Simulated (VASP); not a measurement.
# ZnS (F-43m) in VASP: settings compared

The runs below take ZnS through vibrations by perturbation theory, with PBEsol, PBE.

Everything below comes from runs of VASP 6.6.1. Logs are shortened: lines on timing, memory, paths and dates and some standing lists are left out, and cuts for length are marked.

**1. The cell of the first run**

Symmetry: F-43m, No. 216, cubic system. Conventional cell: a = 5.404 Å, b = 5.404 Å, c = 5.404 Å, α = 90.00°, β = 90.00°, γ = 90.00°. Within 3.1 Å of Zn (site symmetry -43m) lie 4 S at 2.34 Å. S (site symmetry -43m) has 4 Zn at 2.34 Å within 3.1 Å.

**2. Vibrations by perturbation theory, PBEsol**

INCAR reads:

```
SYSTEM = ZnS
PREC = Accurate
ENCUT = 520
EDIFF = 1E-8
ISMEAR = 0
SIGMA = 0.01
LREAL = .FALSE.
LASPH = .TRUE.
NELM = 100
ALGO = Normal
ISIF = 2
LWAVE = .FALSE.
LCHARG = .FALSE.
GGA = PS
IBRION = 8
NSW = 1
LEPSILON = .TRUE.
```

KPOINTS reads:

```
Automatic mesh
0
G
  7 7 7
  0 0 0
```

POSCAR reads:

```
ZnS
1.0
    0.0000000000      2.7020000000      2.7020000000
    2.7020000000      0.0000000000      2.7020000000
    2.7020000000      2.7020000000      0.0000000000
Zn S
1 1
Direct
    0.7500000000      0.7500000000      0.7500000000
    0.0000000000      0.0000000000      0.0000000000
```

Potentials or basis: VASP PAW PBE potentials, release 64 (Zn, S).

Launch:

```
$ cat potpaw_PBE.64/Zn/POTCAR potpaw_PBE.64/S/POTCAR > POTCAR
$ mpirun -np 1 vasp_std > vasp.out
```

OUTCAR:

```text
SYSTEM = ZnS
   PREC = Accurate
   ENCUT = 520
   EDIFF = 1E-8
   ISMEAR = 0
   LREAL = .FALSE.
   LASPH = .TRUE.
   NELM = 100
   ISIF = 2
   GGA = PS
   IBRION = 8
   NSW = 1
   LEPSILON = .TRUE.

 ion  position               nearest neighbor table
   1  0.750  0.750  0.750-   2 2.34   2 2.34   2 2.34   2 2.34
   2  0.000  0.000  0.000-   1 2.34   1 2.34   1 2.34   1 2.34

  LATTYP: Found a face centered cubic cell.
 ALAT       =     5.4040000000

  Lattice vectors:

 A1 = (   0.0000000000,   2.7020000000,   2.7020000000)
 A2 = (   2.7020000000,   0.0000000000,   2.7020000000)
 A3 = (   2.7020000000,   2.7020000000,   0.0000000000)

Analysis of symmetry for initial positions (statically):
=====================================================================
 Subroutine PRICEL returns:
 Original cell was already a primitive cell.

 Routine SETGRP: Setting up the symmetry group for a
 face centered cubic supercell.

 Subroutine GETGRP returns: Found 24 space group operations
 (whereof 24 operations were pure point group operations)
 out of a pool of 48 trial point group operations.

The static configuration has the point symmetry T_d .

Analysis of symmetry for dynamics (positions and initial velocities):
=====================================================================
 Subroutine PRICEL returns:
 Original cell was already a primitive cell.

 Routine SETGRP: Setting up the symmetry group for a
 face centered cubic supercell.

 Subroutine GETGRP returns: Found 24 space group operations
 (whereof 24 operations were pure point group operations)
 out of a pool of 48 trial point group operations.

The dynamic configuration has the point symmetry T_d .

 Subroutine INISYM returns: Found 24 space group operations
 (whereof 24 operations are pure point group operations),
 and found     1 'primitive' translations

----------------------------------------------------------------------------------------

                                     Primitive cell

  volume of cell :      39.4535

  direct lattice vectors                    reciprocal lattice vectors
     0.000000000  2.702000000  2.702000000    -0.185048113  0.185048113  0.185048113
     2.702000000  0.000000000  2.702000000     0.185048113 -0.185048113  0.185048113
     2.702000000  2.702000000  0.000000000     0.185048113  0.185048113 -0.185048113

  length of vectors
     3.821205046  3.821205046  3.821205046     0.320512733  0.320512733  0.320512733

  position of ions in fractional coordinates (direct lattice)
     0.750000000  0.750000000  0.750000000
     0.000000000  0.000000000  0.000000000

  ion indices of the primitive-cell ions
   primitive index   ion index
                 1           1
                 2           2

----------------------------------------------------------------------------------------

 KPOINTS: Automatic mesh

Automatic generation of k-mesh.
 Grid dimensions read from file:
 generate k-points for:    7    7    7

 Generating k-lattice:

[... 461 lines left out ...]

 Free energy of the ion-electron system (eV)
  ---------------------------------------------------
  ---------------------------------------------------
  free energy    TOTEN  =        -0.61988927 eV

  energy without entropy =       -0.61988927

------------------------ aborting loop because EDIFF is reached ----------------------------------------

--------------------------------------- Ionic step        2  -------------------------------------------

------------------------ aborting loop because EDIFF is reached ----------------------------------------

--------------------------------------- Ionic step        3  -------------------------------------------

------------------------ aborting loop because EDIFF is reached ----------------------------------------

 PIEZOELECTRIC TENSOR FIELD DIRECTION 3  (e Angst)
 -----------------------------------------------------------------------------
    -0.00073 -1.67523  0.00000           (  0.00000  0.02730  0.00000)
    -1.67523 -0.00073  0.00000           (  0.02730  0.00000  0.00000)
     0.00000  0.00000 -0.00008           (  0.00000  0.00000 -0.00000)

 PIEZOELECTRIC TENSOR FIELD DIRECTION 3  (C/m^2)
 -----------------------------------------------------------------------------
    -0.00029 -0.68030  0.00000
    -0.68030 -0.00029  0.00000
     0.00000  0.00000 -0.00003

--------------------------------------- Ionic step        4  -------------------------------------------

------------------------ aborting loop because EDIFF is reached ----------------------------------------

[... ionic steps 5 to 6 ...]

--------------------------------------- Ionic step        7  -------------------------------------------

 Free energy of the ion-electron system (eV)
  ---------------------------------------------------
  ---------------------------------------------------
  free energy    TOTEN  =        -0.10488968 eV

  energy without entropy =       -0.10488968

------------------------ aborting loop because EDIFF is reached ----------------------------------------

 INTERNAL STRAIN TENSOR  FOR ION    2  DIRECTION 1   (eV/Angst):
 -----------------------------------------------------------------------------
    -0.00274  0.00000  0.00000
     0.00000  0.00914 -5.01356
     0.00000 -5.01356  0.00914

 MACROSCOPIC STATIC DIELECTRIC TENSOR (including local field effects in DFT)
 ------------------------------------------------------
           6.320256     0.000000    -0.000000
           0.000000     6.320256     0.000000
          -0.000000     0.000000     6.320256
 ------------------------------------------------------

 PIEZOELECTRIC TENSOR (including local field effects)  for field in x, y, z        (e  Angst)
          XX          YY          ZZ          XY          YZ          ZX
  --------------------------------------------------------------------------------
  x     0.00000     0.00000    -0.00000     0.00000    -1.69864     0.00000
  y     0.00000     0.00000     0.00000     0.00000     0.00000    -1.69864
  z     0.00000    -0.00000     0.00000    -1.69864     0.00000     0.00000

 PIEZOELECTRIC TENSOR (including local field effects)  for field in x, y, z        (C/m^2)
          XX          YY          ZZ          XY          YZ          ZX
  --------------------------------------------------------------------------------
  x     0.00000     0.00000    -0.00000     0.00000    -0.68980     0.00000
  y     0.00000     0.00000     0.00000     0.00000     0.00000    -0.68980
  z     0.00000    -0.00000     0.00000    -0.68980     0.00000     0.00000

 BORN EFFECTIVE CHARGES (including local field effects) (in |e|, cummulative output)
 ---------------------------------------------------------------------------------
 ion    1
    1     2.02298    -0.00000    -0.00000
    2     0.00000     2.02298     0.00000
    3     0.00000    -0.00000     2.02298
 ion    2
    1    -2.02298     0.00000     0.00000
    2     0.00000    -2.02298     0.00000
    3    -0.00000     0.00000    -2.02298

 INTERNAL STRAIN TENSOR FOR ION    2 for displacements in x,y,z  (eV/Angst):
          X           Y           Z          XY          YZ          ZX
  --------------------------------------------------------------------------------
  x    -0.00000     0.00000     0.00000     0.00000    -5.01356     0.00000
  y     0.00000     0.00000     0.00000     0.00000     0.00000    -5.01356
  z     0.00000     0.00000    -0.00000    -5.01356     0.00000     0.00000

 SECOND DERIVATIVES (NOT SYMMETRIZED)
 ------------------------------------
               1X          1Y          1Z          2X          2Y          2Z
  1X    -5.615869    0.000000    0.000000    5.615869    0.000000    0.000000
  1Y     0.000000   -5.615869    0.000000    0.000000    5.615869    0.000000
  1Z     0.000000    0.000000   -5.615869    0.000000    0.000000    5.615869
  2X     5.610731    0.000000    0.000000   -5.610731    0.000000    0.000000
  2Y     0.000000    5.610731    0.000000    0.000000   -5.610731    0.000000
  2Z     0.000000    0.000000    5.610731    0.000000    0.000000   -5.610731

 Eigenvectors and eigenvalues of the dynamical matrix
 ----------------------------------------------------

   1 f  =    7.984581 THz    50.168601 2PiTHz  266.336946 cm-1    33.021558 meV
             X         Y         Z           dx          dy          dz
      4.053000  4.053000  4.053000     0.573788   -0.000000   -0.000000
      0.000000  0.000000  0.000000    -0.819004    0.000000    0.000000
[... 21 lines left out ...]
   6 f/i=    0.001717 THz     0.010789 2PiTHz    0.057279 cm-1     0.007102 meV
             X         Y         Z           dx          dy          dz
      4.053000  4.053000  4.053000    -0.453732    0.681832   -0.000000
      0.000000  0.000000  0.000000    -0.317881    0.477686    0.000000

--------------------------------------------------------------------------------------------------------

 MACROSCOPIC STATIC DIELECTRIC TENSOR IONIC CONTRIBUTION
 ------------------------------------------------------
           3.343826    -0.000000    -0.000000
          -0.000000     3.343826    -0.000000
          -0.000000    -0.000000     3.343826
 ------------------------------------------------------

 ELASTIC MODULI CONTR FROM IONIC RELAXATION (kBar)
 Direction    XX          YY          ZZ          XY          YZ          ZX
 --------------------------------------------------------------------------------
 XX          -0.0000     -0.0000      0.0000      0.0000     -0.0000      0.0000
 YY          -0.0000     -0.0000     -0.0000      0.0000      0.0000      0.0000
 ZZ           0.0000     -0.0000     -0.0000     -0.0000      0.0000      0.0000
 XY           0.0000      0.0000     -0.0000   -181.5393      0.0000      0.0000
 YZ          -0.0000      0.0000      0.0000      0.0000   -181.5393      0.0000
 ZX           0.0000      0.0000      0.0000      0.0000      0.0000   -181.5393
 --------------------------------------------------------------------------------

 PIEZOELECTRIC TENSOR IONIC CONTR  for field in x, y, z        (C/m^2)
          XX          YY          ZZ          XY          YZ          ZX
  --------------------------------------------------------------------------------
  x     0.00000    -0.00000    -0.00000    -0.00000     0.73313    -0.00000
  y    -0.00000    -0.00000    -0.00000     0.00000     0.00000     0.73313
  z    -0.00000    -0.00000     0.00000     0.73313     0.00000    -0.00000
```

It took 2.2 min on 1 thread of Intel Xeon 6975P-C (Granite Rapids), shared host; peak memory 0.23 GiB.

Results:

| Quantity | Value |
| --- | --- |
| Electronic dielectric tensor (diagonal) | 6.32 |
| Born charges (mean of the diagonal) | Zn +2.02; S -2.02 e |
| Highest phonon frequency at Γ, LO-TO splitting left out | 266 cm⁻¹ |

Phonon frequencies in cm⁻¹ (negative: imaginary):
```
              q point        frequencies
(0.000, 0.000, 0.000)  0 0 0 266 266 266
```

Electronic dielectric tensor:
```
6.32 0.00 0.00
0.00 6.32 0.00
0.00 0.00 6.32
```

Born effective charge tensors (e):
atom 1, Zn
```
2.02 0.00 0.00
0.00 2.02 0.00
0.00 0.00 2.02
```
atom 2, S
```
-2.02  0.00  0.00
 0.00 -2.02  0.00
 0.00  0.00 -2.02
```

Caveat: the cell wasn't relaxed at this level first, which shifts response properties.

**3. Vibrations by perturbation theory, PBE**

INCAR reads:

```
SYSTEM = ZnS
ALGO = Normal
EDIFF = 1E-8
ENCUT = 520
GGA = PE
IBRION = 8
ISIF = 2
ISMEAR = 0
LASPH = .True.
LCHARG = .False.
LEPSILON = .True.
LREAL = .False.
LWAVE = .False.
NBANDS = 16
NELM = 100
NSW = 1
PREC = Accurate
SIGMA = 0.01
```

KPOINTS reads:

```
k-points
0
Gamma
  7 7 7
  0 0 0
```

POSCAR is that of step 2.

Potentials or basis: VASP PAW PBE potentials, release 64 (Zn, S).

Launch:

```
$ cat potpaw_PBE.64/Zn/POTCAR potpaw_PBE.64/S/POTCAR > POTCAR
$ mpirun -np 1 vasp_std > vasp.out
```

OUTCAR:

```text
SYSTEM = ZnS
   EDIFF = 1E-8
   ENCUT = 520
   GGA = PE
   IBRION = 8
   ISIF = 2
   ISMEAR = 0
   LASPH = .True.
   LEPSILON = .True.
   LREAL = .False.
   NELM = 100
   NSW = 1
   PREC = Accurate

 ion  position               nearest neighbor table
   1  0.750  0.750  0.750-   2 2.34   2 2.34   2 2.34   2 2.34
   2  0.000  0.000  0.000-   1 2.34   1 2.34   1 2.34   1 2.34

  LATTYP: Found a face centered cubic cell.
 ALAT       =     5.4040000000

  Lattice vectors:

 A1 = (   0.0000000000,   2.7020000000,   2.7020000000)
 A2 = (   2.7020000000,   0.0000000000,   2.7020000000)
 A3 = (   2.7020000000,   2.7020000000,   0.0000000000)

Analysis of symmetry for initial positions (statically):
[... 675 lines left out ...]
  z     0.00000     0.00000     0.00000    -5.59303     0.00000     0.00000

 SECOND DERIVATIVES (NOT SYMMETRIZED)
 ------------------------------------
               1X          1Y          1Z          2X          2Y          2Z
  1X    -5.825999    0.000000    0.000000    5.825999    0.000000    0.000000
  1Y     0.000000   -5.825999    0.000000    0.000000    5.825999    0.000000
  1Z     0.000000    0.000000   -5.825999    0.000000    0.000000    5.825999
  2X     5.818344    0.000000    0.000000   -5.818344    0.000000    0.000000
  2Y     0.000000    5.818344    0.000000    0.000000   -5.818344    0.000000
  2Z     0.000000    0.000000    5.818344    0.000000    0.000000   -5.818344

 Eigenvectors and eigenvalues of the dynamical matrix
 ----------------------------------------------------

   1 f  =    8.131500 THz    51.091720 2PiTHz  271.237635 cm-1    33.629166 meV
             X         Y         Z           dx          dy          dz
      4.053000  4.053000  4.053000    -0.000000   -0.573865    0.000000
      0.000000  0.000000  0.000000     0.000000    0.818950    0.000000
[... 21 lines left out ...]
   6 f/i=    0.002512 THz     0.015785 2PiTHz    0.083799 cm-1     0.010390 meV
             X         Y         Z           dx          dy          dz
      4.053000  4.053000  4.053000     0.299661   -0.491349    0.582631
      0.000000  0.000000  0.000000     0.209982   -0.344304    0.408268

--------------------------------------------------------------------------------------------------------

 MACROSCOPIC STATIC DIELECTRIC TENSOR IONIC CONTRIBUTION
 ------------------------------------------------------
           3.243293    -0.000000     0.000000
          -0.000000     3.243293    -0.000000
           0.000000    -0.000000     3.243293
 ------------------------------------------------------

 ELASTIC MODULI CONTR FROM IONIC RELAXATION (kBar)
 Direction    XX          YY          ZZ          XY          YZ          ZX
 --------------------------------------------------------------------------------
 XX          -0.0000     -0.0000     -0.0000      0.0000      0.0000      0.0000
 YY          -0.0000     -0.0000     -0.0000      0.0000      0.0000      0.0000
 ZZ          -0.0000     -0.0000     -0.0000      0.0000      0.0000      0.0000
 XY           0.0000      0.0000      0.0000   -217.9970      0.0000      0.0000
 YZ           0.0000      0.0000      0.0000      0.0000   -217.9970      0.0000
 ZX           0.0000      0.0000      0.0000      0.0000      0.0000   -217.9970
 --------------------------------------------------------------------------------

 PIEZOELECTRIC TENSOR IONIC CONTR  for field in x, y, z        (C/m^2)
          XX          YY          ZZ          XY          YZ          ZX
  --------------------------------------------------------------------------------
  x    -0.00000    -0.00000    -0.00000     0.00000     0.79121     0.00000
  y    -0.00000     0.00000    -0.00000    -0.00000    -0.00000     0.79121
  z    -0.00000    -0.00000    -0.00000     0.79121     0.00000    -0.00000
```

OSZICAR:

```text
N       E                     dE             d eps       ncg     rms          rms(c)
DAV:   1     0.836407812743E+02    0.83641E+02   -0.84799E+03   640   0.129E+03
DAV:   2    -0.193768338284E+01   -0.85578E+02   -0.79777E+02   736   0.259E+02
[... 173 lines left out ...]
RMM:   7    -0.105778829600E+00   -0.31946E-05   -0.13307E-07  3578   0.137E-03    0.334E-04
RMM:   8    -0.105778711955E+00    0.11764E-06    0.51788E-08  3818   0.317E-04    0.674E-05
RMM:   9    -0.105778214906E+00    0.49705E-06    0.17628E-09  3632   0.128E-04    0.390E-05
RMM:  10    -0.105778423914E+00   -0.20901E-06    0.15965E-08  3880   0.345E-05    0.126E-05
RMM:  11    -0.105778478721E+00   -0.54807E-07   -0.50307E-10  3806   0.143E-05    0.667E-06
RMM:  12    -0.105778473191E+00    0.55300E-08    0.36942E-09  3403   0.310E-06    0.817E-07
 Linear response finished
```

stdout:

```text
POSCAR found type information on POSCAR ZnS
 POSCAR found :  2 types and       2 ions
 scaLAPACK will be used
 LDA part: xc-table for (Slater+PW92), standard interpolation
 POSCAR, INCAR and KPOINTS ok, starting setup
 FFT: planning ... GRIDC
 FFT: planning ... GRID_SOFT
 FFT: planning ... GRID
 WAVECAR not read
 entering main loop
[... 23 lines left out ...]
  Direction:   3
 dielectric tensor                  component  3 :     0.980     0.939     6.098
 Linear response DOF=           2
 Linear response progress:
 first order change of Fermi-energy  -0.67700E-04
 force on displaced ion       1 direction 1 :  -5.826  -0.000  -0.000
 Born effective charge ion    1 direction 1 :   2.011   0.000   0.000
 Linear response progress:
 first order change of Fermi-energy   0.32491E-03
 force on displaced ion       2 direction 1 :  -5.818   0.000   0.000
 Born effective charge ion    2 direction 1 :  -2.048   0.000   0.000
 Born effective charges drift removed
 Linear response finished
```

Run time: 2.3 min. Hardware: 1 thread of Intel Xeon 6975P-C (Granite Rapids), shared host; peak memory 0.24 GiB.

Results:

```
Electronic dielectric tensor (diagonal)                 : 6.10
Born charges (mean of the diagonal)                     : Zn +2.03; S -2.03 e
Highest phonon frequency at Γ, LO-TO splitting left out : 271 cm⁻¹
```

Phonon frequencies in cm⁻¹ (negative: imaginary):
| q point | frequencies |
| --- | --- |
| (0.000, 0.000, 0.000) | 0 0 0 271 271 271 |

Electronic dielectric tensor:
```
6.10 0.00 0.00
0.00 6.10 0.00
0.00 0.00 6.10
```

Born effective charge tensors (e):
atom 1, Zn
```
2.03 0.00 0.00
0.00 2.03 0.00
0.00 0.00 2.03
```
atom 2, S
```
-2.03  0.00  0.00
 0.00 -2.03  0.00
 0.00  0.00 -2.03
```

Caveat: the cell wasn't relaxed at this level first, which shifts response properties.
